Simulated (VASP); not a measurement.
# Sn (I4_1/amd) in VASP: further runs, part 2 of 2

VASP 6.6.1.

## Step 3: Single point, LDA

File INCAR:

```
PREC = Accurate
ENCUT = 520
EDIFF = 1E-7
ISMEAR = 0
SIGMA = 0.15
LREAL = F
LASPH = T
NELM = 100
ALGO = Normal
ISIF = 2
LWAVE = F
LCHARG = F
NBANDS = 21
```

File KPOINTS:

```
regular mesh
0
Gamma
  18 18 18
```

File POSCAR:

```
Sn
1.0
   -2.9401404553      2.9401404553      1.5993019889
    2.9401404553     -2.9401404553      1.5993019889
    2.9401404553      2.9401404553     -1.5993019889
Sn
2
Direct
    0.7500000000      0.2500000000      0.5000000000
    0.0000000000      0.0000000000      0.0000000000
```

Potentials or basis: VASP PAW LDA potentials, release 64 (Sn_d).

Started as:

```
cat potpaw_LDA.64/Sn_d/POTCAR > POTCAR
mpirun -np 1 vasp_std > vasp.out
```

OUTCAR:

```text
PREC = Accurate
   ENCUT = 520
   EDIFF = 1E-7
   ISMEAR = 0
   LREAL = F
   LASPH = T
   NELM = 100
   ISIF = 2

 ion  position               nearest neighbor table
   1  0.750  0.250  0.500-   2 3.05   2 3.05   2 3.05   2 3.05
   2  0.000  0.000  0.000-   1 3.05   1 3.05   1 3.05   1 3.05

  LATTYP: Found a body centered tetragonal cell.
 ALAT       =     5.8802809106
 C/A-ratio  =     0.5439542815

  Lattice vectors:

 A1 = (  -2.9401404553,   2.9401404553,   1.5993019889)
 A2 = (   2.9401404553,  -2.9401404553,   1.5993019889)
 A3 = (   2.9401404553,   2.9401404553,  -1.5993019889)

Analysis of symmetry for initial positions (statically):
=====================================================================
 Subroutine PRICEL returns:
 Original cell was already a primitive cell.

 Routine SETGRP: Setting up the symmetry group for a
 body centered tetragonal supercell.

 Subroutine GETGRP returns: Found 16 space group operations
 (whereof  8 operations were pure point group operations)
 out of a pool of 16 trial point group operations.

The static configuration has the point symmetry D_2d.
 The point group associated with its full space group is D_4h.

Analysis of symmetry for dynamics (positions and initial velocities):
=====================================================================
 Subroutine PRICEL returns:
 Original cell was already a primitive cell.

 Routine SETGRP: Setting up the symmetry group for a
 body centered tetragonal supercell.

 Subroutine GETGRP returns: Found 16 space group operations
 (whereof  8 operations were pure point group operations)
 out of a pool of 16 trial point group operations.

The dynamic configuration has the point symmetry D_2d.
 The point group associated with its full space group is D_4h.

 Subroutine INISYM returns: Found 16 space group operations
 (whereof  8 operations are pure point group operations),
 and found     1 'primitive' translations

----------------------------------------------------------------------------------------

                                     Primitive cell

  volume of cell :      55.3002

  direct lattice vectors                    reciprocal lattice vectors
    -2.940140455  2.940140455  1.599301989     0.000000000  0.170059903  0.312636390
     2.940140455 -2.940140455  1.599301989     0.170059903  0.000000000  0.312636390
     2.940140455  2.940140455 -1.599301989     0.170059903  0.170059903  0.000000000

  length of vectors
     4.454954393  4.454954393  4.454954393     0.355895888  0.355895888  0.240501021

  position of ions in fractional coordinates (direct lattice)
     0.750000000  0.250000000  0.500000000
     0.000000000  0.000000000  0.000000000

  ion indices of the primitive-cell ions
   primitive index   ion index
                 1           1
                 2           2

----------------------------------------------------------------------------------------

 KPOINTS: regular mesh

Automatic generation of k-mesh.
 Grid dimensions read from file:
 generate k-points for:   18   18   18

 Generating k-lattice:

  Cartesian coordinates                     Fractional coordinates (reciprocal lattice)
     0.000000000  0.009447772  0.017368688     0.055555556 -0.000000000  0.000000000
     0.009447772  0.000000000  0.017368688    -0.000000000  0.055555556  0.000000000
     0.009447772  0.009447772  0.000000000     0.000000000  0.000000000  0.055555556

  Length of vectors
     0.019771994  0.019771994  0.013361168

  Shift w.r.t. Gamma in fractional coordinates (k-lattice)
     0.000000000  0.000000000  0.000000000

 Subroutine IBZKPT returns following result:
 ===========================================

 Found    480 irreducible k-points:

 Following reciprocal coordinates:
            Coordinates               Weight
  0.000000  0.000000  0.000000      1.000000
  0.055556 -0.000000  0.000000      8.000000
  0.111111 -0.000000  0.000000      8.000000
  0.166667  0.000000  0.000000      8.000000
  0.222222 -0.000000  0.000000      8.000000
  0.277778 -0.000000  0.000000      8.000000
[... 16 lines left out ...]
 -0.277778  0.055556 -0.000000     16.000000
 -0.222222  0.055556 -0.000000     16.000000
 [... further k-points ...]
   k-points           NKPTS =    480   k-points in BZ     NKDIM =    480   number of bands    NBANDS=     21
   number of dos      NEDOS =    301   number of ions     NIONS =      2
   total plane-waves  NPLWV =  46656
   dimension x,y,z NGX =    36 NGY =   36 NGZ =   36
   dimension x,y,z NGXF=    72 NGYF=   72 NGZF=   72
   ions per type =               2
   NGX,Y,Z   is equivalent  to a cutoff of  13.43, 13.43, 13.43 a.u.
   NGXF,Y,Z  is equivalent  to a cutoff of  26.87, 26.87, 26.87 a.u.
 SYSTEM =  unknown system
   PREC   = accura    normal or accurate (medium, high low for compatibility)
   ISTART =      0    job   : 0-new  1-cont  2-samecut
   ICHARG =      2    charge: 1-file 2-atom 10-const
   ISPIN  =      1    spin polarized calculation?
   LNONCOLLINEAR =      F non collinear calculations
   LSORBIT =      F    spin-orbit coupling
   LASPH  =      T    aspherical Exc in radial PAW
   ENCUT  =  520.0 eV  38.22 Ry    6.18 a.u.   8.28  8.28  8.28*2*pi/ulx,y,z
   NELM   =    100;   NELMIN=  2; NELMDL= -5     # of ELM steps
   EDIFF  = 0.1E-06   stopping-criterion for ELM
   LREAL  =      F    real-space projection
   EDIFFG = 0.1E-05   stopping-criterion for IOM
   NSW    =      0    number of steps for IOM
   IBRION =     -1    ionic relax: 0-MD 1-quasi-New 2-CG
   NFREE  =      0    steps in history (QN), initial steepest desc. (CG)
   ISIF   =      2    stress and relaxation
   ISYM   =      2    0-nonsym 1-usesym 2-fastsym
   POTIM  = 0.5000    time-step for ionic-motion
   TEBEG  =    0.0;   TEEND  =   0.0 temperature during run
   PSTRESS=    0.0 pullay stress
   NELECT =      28.0000    total number of electrons
   NUPDOWN=      -1.0000    fix difference up-down
   EMIN   =  10.00;   EMAX   =-10.00  energy-range for DOS
   EFERMI =   0.00;   METHOD = LEGACY
   ISMEAR =     0;   SIGMA  =   0.15  broadening in eV -4-tet -1-fermi 0-gaus
   EFERMI_NEDOS =   21; number of points for ismear=-14 and -15
   IALGO  =     38    algorithm
   IMIX   =      4    mixing-type and parameters
     AMIX     =   0.40;   BMIX     =  1.00
     AMIX_MAG =   1.60;   BMIX_MAG =  1.00
  volume/ion in A,a.u.               =      27.65       186.59
  Fermi-wavevector in a.u.,A,eV,Ry     =   1.304824  2.465760 23.164816  1.702566
  Thomas-Fermi vector in A             =   2.435734
   LORBIT       =      0    0 simple, 1 ext, 2 COOP (PROOUT), +10 PAW based schemes
   GGA     = CA    functional components
   LHFCALC =     F    Hartree Fock is set to
   AEXX    =    0.0000 exact exchange contribution
   IVDW    =     0    specifies the selected vdW correction
   LEPSILON=     F    determine dielectric tensor
   LRPA    =     F    only Hartree local field effects (RPA)
 non-spin polarized calculation
 Gauss-broadening in eV      SIGMA  =   0.15
  energy-cutoff  :      520.00
  volume of cell :       55.30
 maximum number of plane-waves:      1508
 NGX is ok and might be reduce to    36
   NGX = 17   NGY = 17   NGZ = 17

 number of electron      27.9999990 magnetization

 Free energy of the ion-electron system (eV)
  ---------------------------------------------------
  ext. energy  EPLUGINS =         0.00000000
  ---------------------------------------------------
  free energy    TOTEN  =        -8.95649735 eV

  energy without entropy =       -8.94459244  energy(sigma->0) =       -8.95054489

 E-fermi :   7.4539     XC(G=0): -10.4591

 val. band max:        7.4523645561   @ k =   0.4444   0.2778   0.0556
 cond. band min:       7.4546717502   @ k =  -0.3889   0.1111   0.0556
 fundamental gap:      0.0023071940
 Fermi energy:         7.4539465390

 k-point     1 :       0.0000    0.0000    0.0000
  band No.  band energies     occupation
      1     -14.0566      2.00000
      2     -13.9763      2.00000
      3     -13.9332      2.00000
      4     -13.9232      2.00000
      5     -13.7785      2.00000
      6     -13.7785      2.00000
[... 13 lines left out ...]
     20      17.3086      0.00000
     21      17.9724      0.00000

 k-point     2 :       0.0556   -0.0000    0.0000
  band No.  band energies     occupation
      1     -14.0547      2.00000
      2     -13.9702      2.00000
      3     -13.9310      2.00000
      4     -13.9160      2.00000
      5     -13.7831      2.00000
      6     -13.7827      2.00000
[... 520 lines left out ...]
 k-point    24 :      -0.2222    0.0556   -0.0000
  band No.  band energies     occupation
      1     -14.0316      2.00000
      2     -13.9308      2.00000
      3     -13.9084      2.00000
      4     -13.8806      2.00000
      5     -13.8073      2.00000
      6     -13.7877      2.00000
[... 13 lines left out ...]
     20      15.8469      0.00000
     21      15.9779      0.00000

 [... further k-points ...]
[... 5 lines left out ...]
  --------------------------------------------------------------------------------------
  -------------------------------------------------------------------------------------
  Total       -0.9975364     -0.9975364     -1.0105028      0.0000000      0.0000000      0.0000000
  in kB      -28.9009894    -28.9009894    -29.2766576      0.0000000      0.0000000      0.0000000
  external PRESSURE =     -29.0262121 kB  Pullay stress =       0.0000000 kB

 VOLUME and BASIS-vectors are now :
 -----------------------------------------------------------------------------
  energy-cutoff  :      520.00
  volume of cell :       55.30
      direct lattice vectors                 reciprocal lattice vectors
    -2.940140455  2.940140455  1.599301989     0.000000000  0.170059903  0.312636390
     2.940140455 -2.940140455  1.599301989     0.170059903  0.000000000  0.312636390
     2.940140455  2.940140455 -1.599301989     0.170059903  0.170059903  0.000000000

 POSITION                                       TOTAL-FORCE (eV/Angst)
 -----------------------------------------------------------------------------------
      0.00000      2.94014      0.79965         0.000000     -0.000000     -0.000000
      0.00000      0.00000      0.00000        -0.000000      0.000000      0.000000
 -----------------------------------------------------------------------------------
    total drift:                               -0.000000      0.000000     -0.000000

  FREE ENERGIE OF THE ION-ELECTRON SYSTEM (eV)
  ---------------------------------------------------
  free  energy   TOTEN  =        -8.9564973466 eV

  energy  without entropy=       -8.9445924425  energy(sigma->0) =       -8.95054489
```

stdout:

```text
POSCAR found type information on POSCAR Sn
 POSCAR found :  1 types and       2 ions
 scaLAPACK will be used
 LDA part: xc-table for (Slater(with rela. corr.)+CA(PZ))
 , standard interpolation
 POSCAR, INCAR and KPOINTS ok, starting setup
 FFT: planning ... GRIDC
 FFT: planning ... GRID_SOFT
 FFT: planning ... GRID
 WAVECAR not read
 entering main loop
```

It took 2.8 min on 1 thread of Intel Xeon 6975P-C (Granite Rapids), shared host; peak memory 0.51 GiB.

Results:

* Free energy: -8.9565 eV
* Pressure: -2.9 GPa
* Band gap on the k mesh: zero (band 14 reaches 9.00 eV, above the bottom of band 15 at 4.76 eV)

Levels at points of the mesh, in eV from the Fermi level:
```tsv
k point	band 12	band 13	band 14	band 15	band 16	band 17
(0.00, 0.00, 0.00)	-3.79	-1.91	-1.91	3.11	6.07	6.07
(0.50, 0.00, 0.00)	-5.34	-2.35	-1.64	-1.08	2.34	2.78
(0.50, 0.50, 0.00)	-8.80	0.61	0.61	1.53	1.53	5.92
(0.50, 0.50, 0.50)	-7.54	-4.66	-4.66	5.00	5.00	9.08
```

Caveat: spin-orbit coupling is left out, which moves the levels of the heavy elements.
